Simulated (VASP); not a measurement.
Set up this calculation in VASP 6.6.1, as the native input.

| Item | Value |
| --- | --- |
| Task | relaxation of cell and atoms |
| Functional | PBEsol |
| Potentials or basis | VASP PAW PBE potentials, release 64 (Mg, O) |
| Cutoff | 600 eV |
| k mesh | 12 × 12 × 12 |
| Occupations | gaussian, width 0.01 eV |
| Spin | no spin polarisation |
| Dipole correction | no |
| Further INCAR settings | ALGO = Normal; EDIFF = 1e-06; IBRION = 2; EDIFFG = -0.001; NSW = 80; ISIF = 3 |

The structure of MgO (qha) lies in POSCAR:

```
MgO
1.0
    0.0000000000      2.1071294721      2.1071294721
    2.1071294721      0.0000000000      2.1071294721
    2.1071294721      2.1071294721      0.0000000000
Mg O
1 1
Direct
    0.0000000000      0.0000000000      0.0000000000
    0.5000000000      0.5000000000      0.5000000000
```

One way to write it, as run:

INCAR

```
SYSTEM = MgO
PREC     = Accurate       ! precision mode
ENCUT    = 600            ! plane-wave cutoff, eV
EDIFF    = 1E-6           ! SCF threshold, eV
ISMEAR   = 0              ! smearing method
SIGMA    = 0.01           ! smearing width, eV
LREAL    = .False.        ! projectors in reciprocal space
LASPH    = .True.         ! aspherical terms in the spheres
NELM     = 80             ! most SCF steps
ALGO     = Normal         ! electronic algorithm
ISIF     = 3              ! what is computed and relaxed
LWAVE    = .False.        ! write WAVECAR
LCHARG   = .False.        ! write CHGCAR
GGA      = PS             ! functional
IBRION   = 2              ! ionic algorithm
NSW      = 80             ! ionic steps
EDIFFG   = -0.001         ! ionic threshold
```

KPOINTS

```
Automatic mesh
0
Gamma
  12 12 12
  0 0 0
```

Potentials or basis: VASP PAW PBE potentials, release 64 (Mg, O).

The run is started by

```console
$ cat potpaw_PBE.64/Mg/POTCAR potpaw_PBE.64/O/POTCAR > POTCAR
$ mpirun -np 1 vasp_std > vasp.out
```

Results of the run:

- Relaxed volume: 9.31 Å³/atom
- Relaxed cell: a = 2.975 Å, b = 2.975 Å, c = 2.975 Å, α = 60.00°, β = 60.00°, γ = 60.00°
- Space group after relaxing (to 0.05 Å): Fm-3m (No. 225)
- Energy gained by relaxing: 0.1 meV/atom
- Ionic steps: 3
- Pressure after relaxing: 0.0 GPa
- Band gap on the k mesh: 4.66 eV, direct

Caveat: the PAW data sets were made with another functional, which shifts forces and pressure a little.

Run time: 14 s on 1 thread of Intel(R) Xeon(R) Platinum 8259CL CPU @ 2.50GHz (Skylake/Cascade Lake), on a shared host, peak memory 0.15 GiB.
